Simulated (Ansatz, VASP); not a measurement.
# One calculation of Te2As, two programs

```
CELL_PARAMETERS angstrom
3.96293 0.00000 0.00000
-1.98147 3.43200 0.00000
0.00000 0.00000 6.23081
ATOMIC_POSITIONS crystal
Te 0.33333 0.66667 0.28902
Te 0.66667 0.33333 0.71098
As 0.00000 0.00000 0.00000
```

Alike in both runs: functional PBE; k mesh 6 × 6 × 3; occupations gaussian, width 0.2 eV; no spin polarisation.

Ansatz relaxed the structure, and its values are those at the end. VASP's run is a single point on that final structure, the one shown.

|  | VASP | Ansatz |
| --- | --- | --- |
| version | VASP 6.6.1 | Ansatz 0.2.0 |
| potentials or method | VASP PAW PBE potentials, release 64 (Te, As), cutoff 500 eV | scalar-relativistic, plane waves, PAW |
| valence electrons in the cell | 17 | 47 |

```csv
,VASP,Ansatz,Ansatz less VASP
gap on the k mesh at the Fermi level (eV),none,none,-
pressure (GPa),-0.1,-0.1,0.00
rms of the force components (eV/Å),0.005,0.000,-0.0042
```

A gap of «none» marks a metal or a gap that the smearing closes. VASP's potentials hold 17 valence electrons a cell and Ansatz's 47, so a difference there can come from the potentials and not from the codes.

Spin-orbit coupling is off throughout.
